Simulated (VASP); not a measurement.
# La3Tl (Pm-3m) in VASP: single point with LDA

Aim: the single point of La3Tl with LDA.

All numbers are computed with VASP 6.6.1; they aren't measurements. Logs are shortened: lines on timing, memory, paths and dates and some standing lists are left out, and cuts for length are marked.

### 1 The cell of the first run

Symmetry: Pm-3m, No. 221, cubic system. The conventional cell has a = 5.127 Å, b = 5.127 Å, c = 5.127 Å, α = 90.00°, β = 90.00°, γ = 90.00°. Within 4.8 Å of La (site symmetry 4/mmm) lie 8 La at 3.63 Å and 4 Tl at 3.63 Å. Tl (site symmetry m-3m) has 12 La at 3.63 Å within 4.8 Å.

### 2 Single point, LDA (33.68 Å³/atom)

File INCAR:

```
PREC = Accurate
ENCUT = 520
EDIFF = 1E-7
ISMEAR = -1
SIGMA = 0.08
LREAL = False
LASPH = True
NELM = 60
ALGO = Normal
ISIF = 2
LWAVE = False
LCHARG = False
NBANDS = 31
```

File KPOINTS:

```
regular mesh
0
Gamma
  8 8 8
```

File POSCAR:

```
La3Tl
1.0
    5.1265865833      0.0000000000      0.0000000000
    0.0000000000      5.1265865833      0.0000000000
    0.0000000000      0.0000000000      5.1265865833
La Tl
3 1
Direct
    0.0000000000      0.5000000000      0.5000000000
    0.5000000000      0.0000000000      0.5000000000
    0.5000000000      0.5000000000      0.0000000000
    0.0000000000      0.0000000000      0.0000000000
```

Potentials or basis: VASP PAW LDA potentials, release 64 (La, Tl_d).

Started as:

```sh
$ cat potpaw_LDA.64/La/POTCAR potpaw_LDA.64/Tl_d/POTCAR > POTCAR
$ mpirun -np 1 vasp_std > vasp.out
```

OUTCAR:

```text
PREC = Accurate
   ENCUT = 520
   EDIFF = 1E-7
   ISMEAR = -1
   LREAL = False
   LASPH = True
   NELM = 60
   ISIF = 2

 ion  position               nearest neighbor table
   1  0.000  0.500  0.500-   2 3.63   3 3.63   4 3.63   3 3.63   4 3.63   2 3.63   4 3.63   4 3.63
                             2 3.63   3 3.63   3 3.63   2 3.63
   2  0.500  0.000  0.500-   1 3.63   3 3.63   4 3.63   3 3.63   4 3.63   1 3.63   3 3.63   3 3.63
                             1 3.63   4 3.63   4 3.63   1 3.63
   3  0.500  0.500  0.000-   1 3.63   2 3.63   4 3.63   1 3.63   2 3.63   2 3.63   4 3.63   2 3.63
                             1 3.63   4 3.63   1 3.63   4 3.63
   4  0.000  0.000  0.000-   1 3.63   2 3.63   3 3.63   1 3.63   2 3.63   1 3.63   3 3.63   1 3.63
                             2 3.63   3 3.63   2 3.63   3 3.63

  LATTYP: Found a simple cubic cell.
 ALAT       =     5.1265865833

  Lattice vectors:

 A1 = (   5.1265865833,   0.0000000000,   0.0000000000)
 A2 = (   0.0000000000,   5.1265865833,   0.0000000000)
 A3 = (   0.0000000000,   0.0000000000,   5.1265865833)

Analysis of symmetry for initial positions (statically):
=====================================================================
 Subroutine PRICEL returns:
 Original cell was already a primitive cell.

 Routine SETGRP: Setting up the symmetry group for a
 simple cubic supercell.

 Subroutine GETGRP returns: Found 48 space group operations
 (whereof 48 operations were pure point group operations)
 out of a pool of 48 trial point group operations.

The static configuration has the point symmetry O_h .

Analysis of symmetry for dynamics (positions and initial velocities):
=====================================================================
 Subroutine PRICEL returns:
 Original cell was already a primitive cell.

 Routine SETGRP: Setting up the symmetry group for a
 simple cubic supercell.

 Subroutine GETGRP returns: Found 48 space group operations
 (whereof 48 operations were pure point group operations)
 out of a pool of 48 trial point group operations.

The dynamic configuration has the point symmetry O_h .

 Subroutine INISYM returns: Found 48 space group operations
 (whereof 48 operations are pure point group operations),
 and found     1 'primitive' translations

----------------------------------------------------------------------------------------

                                     Primitive cell

  volume of cell :     134.7364

  direct lattice vectors                    reciprocal lattice vectors
     5.126586583  0.000000000  0.000000000     0.195061565  0.000000000  0.000000000
     0.000000000  5.126586583  0.000000000     0.000000000  0.195061565  0.000000000
     0.000000000  0.000000000  5.126586583     0.000000000  0.000000000  0.195061565

  length of vectors
     5.126586583  5.126586583  5.126586583     0.195061565  0.195061565  0.195061565

  position of ions in fractional coordinates (direct lattice)
     0.000000000  0.500000000  0.500000000
     0.500000000  0.000000000  0.500000000
     0.500000000  0.500000000  0.000000000
     0.000000000  0.000000000  0.000000000

  ion indices of the primitive-cell ions
   primitive index   ion index
                 1           1
                 2           2
                 3           3
                 4           4

----------------------------------------------------------------------------------------

 KPOINTS: regular mesh

Automatic generation of k-mesh.
 Grid dimensions read from file:
 generate k-points for:    8    8    8

 Generating k-lattice:

  Cartesian coordinates                     Fractional coordinates (reciprocal lattice)
     0.024382696  0.000000000  0.000000000     0.125000000  0.000000000  0.000000000
     0.000000000  0.024382696  0.000000000     0.000000000  0.125000000  0.000000000
     0.000000000  0.000000000  0.024382696     0.000000000  0.000000000  0.125000000

  Length of vectors
     0.024382696  0.024382696  0.024382696

  Shift w.r.t. Gamma in fractional coordinates (k-lattice)
     0.000000000  0.000000000  0.000000000

 Subroutine IBZKPT returns following result:
 ===========================================

 Found     35 irreducible k-points:

 Following reciprocal coordinates:
            Coordinates               Weight
  0.000000  0.000000  0.000000      1.000000
  0.125000  0.000000  0.000000      6.000000
  0.250000  0.000000  0.000000      6.000000
  0.375000  0.000000  0.000000      6.000000
  0.500000  0.000000  0.000000      3.000000
  0.125000  0.125000  0.000000     12.000000
[... 16 lines left out ...]
  0.375000  0.375000  0.125000     24.000000
  0.500000  0.375000  0.125000     24.000000
 [... further k-points ...]
   k-points           NKPTS =     35   k-points in BZ     NKDIM =     35   number of bands    NBANDS=     31
   number of dos      NEDOS =    301   number of ions     NIONS =      4
   total plane-waves  NPLWV =  64000
   dimension x,y,z NGX =    40 NGY =   40 NGZ =   40
   dimension x,y,z NGXF=    80 NGYF=   80 NGZF=   80
   ions per type =               3   1
   NGX,Y,Z   is equivalent  to a cutoff of  12.97, 12.97, 12.97 a.u.
   NGXF,Y,Z  is equivalent  to a cutoff of  25.94, 25.94, 25.94 a.u.
 SYSTEM =  unknown system
   PREC   = accura    normal or accurate (medium, high low for compatibility)
   ISTART =      0    job   : 0-new  1-cont  2-samecut
   ICHARG =      2    charge: 1-file 2-atom 10-const
   ISPIN  =      1    spin polarized calculation?
   LNONCOLLINEAR =      F non collinear calculations
   LSORBIT =      F    spin-orbit coupling
   LASPH  =      T    aspherical Exc in radial PAW
   ENCUT  =  520.0 eV  38.22 Ry    6.18 a.u.   9.53  9.53  9.53*2*pi/ulx,y,z
   NELM   =     60;   NELMIN=  2; NELMDL= -5     # of ELM steps
   EDIFF  = 0.1E-06   stopping-criterion for ELM
   LREAL  =      F    real-space projection
   EDIFFG = 0.1E-05   stopping-criterion for IOM
   NSW    =      0    number of steps for IOM
   IBRION =     -1    ionic relax: 0-MD 1-quasi-New 2-CG
   NFREE  =      0    steps in history (QN), initial steepest desc. (CG)
   ISIF   =      2    stress and relaxation
   ISYM   =      2    0-nonsym 1-usesym 2-fastsym
   POTIM  = 0.5000    time-step for ionic-motion
   TEBEG  =    0.0;   TEEND  =   0.0 temperature during run
   PSTRESS=    0.0 pullay stress
   NELECT =      46.0000    total number of electrons
   NUPDOWN=      -1.0000    fix difference up-down
   EMIN   =  10.00;   EMAX   =-10.00  energy-range for DOS
   EFERMI =   0.00;   METHOD = LEGACY
   ISMEAR =    -1;   SIGMA  =   0.08  broadening in eV -4-tet -1-fermi 0-gaus
   EFERMI_NEDOS =   21; number of points for ismear=-14 and -15
   IALGO  =     38    algorithm
   IMIX   =      4    mixing-type and parameters
     AMIX     =   0.40;   BMIX     =  1.00
     AMIX_MAG =   1.60;   BMIX_MAG =  1.00
  volume/ion in A,a.u.               =      33.68       227.31
  Fermi-wavevector in a.u.,A,eV,Ry     =   1.144193  2.162211 17.812431  1.309177
  Thomas-Fermi vector in A             =   2.280885
   LORBIT       =      0    0 simple, 1 ext, 2 COOP (PROOUT), +10 PAW based schemes
   GGA     = CA    functional components
   LHFCALC =     F    Hartree Fock is set to
   AEXX    =    0.0000 exact exchange contribution
   IVDW    =     0    specifies the selected vdW correction
   LEPSILON=     F    determine dielectric tensor
   LRPA    =     F    only Hartree local field effects (RPA)
 non-spin polarized calculation
  energy-cutoff  :      520.00
  volume of cell :      134.74
 maximum number of plane-waves:      3695
 NGX is ok and might be reduce to    40
   NGX = 19   NGY = 19   NGZ = 19

 number of electron      46.0000000 magnetization

 Free energy of the ion-electron system (eV)
  ---------------------------------------------------
  ext. energy  EPLUGINS =         0.00000000
  ---------------------------------------------------
  free energy    TOTEN  =       -20.68966746 eV

  energy without entropy =      -20.56069579  energy(sigma->0) =      -20.62518163

 E-fermi :   7.6821     XC(G=0): -10.0746

 val. band max:        7.6705381239   @ k =   0.2500   0.2500   0.1250
 cond. band min:       7.6887860874   @ k =   0.5000   0.3750   0.2500
 fundamental gap:      0.0182479635
 Fermi energy:         7.6820501646

 k-point     1 :       0.0000    0.0000    0.0000
  band No.  band energies     occupation
      1     -25.1229      2.00000
      2     -24.8377      2.00000
      3     -24.8377      2.00000
      4      -9.3553      2.00000
      5      -9.3553      2.00000
      6      -9.3553      2.00000
[... 23 lines left out ...]
     30       9.2758      0.00000
     31       9.3006      0.00000

 k-point     2 :       0.1250    0.0000    0.0000
  band No.  band energies     occupation
      1     -25.1134      2.00000
      2     -24.8475      2.00000
      3     -24.8376      2.00000
      4      -9.3315      2.00000
      5      -9.3315      2.00000
      6      -9.3199      2.00000
[... 23 lines left out ...]
     30       9.2796      0.00000
     31       9.3004      0.00000

 k-point     3 :       0.2500    0.0000    0.0000
  band No.  band energies     occupation
      1     -25.0872      2.00000
      2     -24.8747      2.00000
      3     -24.8372      2.00000
      4      -9.2669      2.00000
      5      -9.2669      2.00000
      6      -9.2160      2.00000
[... 23 lines left out ...]
     30       9.2599      0.00000
     31       9.2808      0.00000

 k-point     4 :       0.3750    0.0000    0.0000
  band No.  band energies     occupation
      1     -25.0513      2.00000
      2     -24.9114      2.00000
      3     -24.8368      2.00000
      4      -9.1861      2.00000
      5      -9.1861      2.00000
      6      -9.0521      2.00000
[... 23 lines left out ...]
     30       9.1799      0.00000
     31       9.1847      0.00000

 k-point     5 :       0.5000    0.0000    0.0000
  band No.  band energies     occupation
      1     -25.0289      2.00000
      2     -24.9342      2.00000
      3     -24.8366      2.00000
      4      -9.1439      2.00000
      5      -9.1439      2.00000
      6      -8.8855      2.00000
[... 23 lines left out ...]
     30       9.0832      0.00000
     31       9.1006      0.00000
[... 542 lines left out ...]
     30       9.1352      0.00000
     31       9.2580      0.00000

 k-point    22 :       0.5000    0.2500    0.1250
  band No.  band energies     occupation
      1     -24.9955      2.00000
      2     -24.9330      2.00000
      3     -24.8698      2.00000
      4      -9.3456      2.00000
      5      -9.1366      2.00000
      6      -8.9324      2.00000
[... 23 lines left out ...]
     30       9.2450      0.00000
     31       9.2766      0.00000

 k-point    23 :       0.3750    0.3750    0.1250
  band No.  band energies     occupation
      1     -24.9881      2.00000
      2     -24.9185      2.00000
      3     -24.8911      2.00000
      4      -9.4028      2.00000
      5      -9.1877      2.00000
      6      -8.9304      2.00000
[... 23 lines left out ...]
     30       9.2051      0.00000
     31       9.2202      0.00000

 k-point    24 :       0.5000    0.3750    0.1250
  band No.  band energies     occupation
      1     -24.9665      2.00000
      2     -24.9324      2.00000
      3     -24.8985      2.00000
      4      -9.3979      2.00000
      5      -9.2432      2.00000
      6      -8.9354      2.00000
[... 23 lines left out ...]
     30       9.1990      0.00000
     31       9.2136      0.00000

 [... further k-points ...]

------------------------ aborting loop because EDIFF is reached ----------------------------------------

  FORCE on cell =-STRESS in cart. coord.  units (eV):
  Direction    XX          YY          ZZ          XY          YZ          ZX
  --------------------------------------------------------------------------------------
  -------------------------------------------------------------------------------------
  Total       -4.0527839     -4.0527839     -4.0527839      0.0000000     -0.0000000      0.0000000
  in kB      -48.1924649    -48.1924649    -48.1924649      0.0000000     -0.0000000      0.0000000
  external PRESSURE =     -48.1924649 kB  Pullay stress =       0.0000000 kB

 VOLUME and BASIS-vectors are now :
 -----------------------------------------------------------------------------
  energy-cutoff  :      520.00
  volume of cell :      134.74
      direct lattice vectors                 reciprocal lattice vectors
     5.126586583  0.000000000  0.000000000     0.195061565  0.000000000  0.000000000
     0.000000000  5.126586583  0.000000000     0.000000000  0.195061565  0.000000000
     0.000000000  0.000000000  5.126586583     0.000000000  0.000000000  0.195061565

 POSITION                                       TOTAL-FORCE (eV/Angst)
 -----------------------------------------------------------------------------------
      0.00000      2.56329      2.56329         0.000000      0.000000      0.000000
      2.56329      0.00000      2.56329         0.000000      0.000000      0.000000
      2.56329      2.56329      0.00000         0.000000      0.000000      0.000000
      0.00000      0.00000      0.00000         0.000000      0.000000      0.000000
 -----------------------------------------------------------------------------------
    total drift:                                0.000000     -0.000000     -0.000000

  FREE ENERGIE OF THE ION-ELECTRON SYSTEM (eV)
  ---------------------------------------------------
  free  energy   TOTEN  =       -20.6896674624 eV

  energy  without entropy=      -20.5606957912  energy(sigma->0) =      -20.62518163
```

Wall time 86 s (1 thread of Intel Xeon 6975P-C (Granite Rapids), shared host); peak memory 0.29 GiB.

Results:

- Free energy: -20.6897 eV
- Pressure: -4.8 GPa
- Band gap on the k mesh: zero (bands 23 and 24 overlap by 0.98 eV)

Caveat: the cell stands under tension; spin-orbit coupling is left out, which moves the levels of the heavy elements.
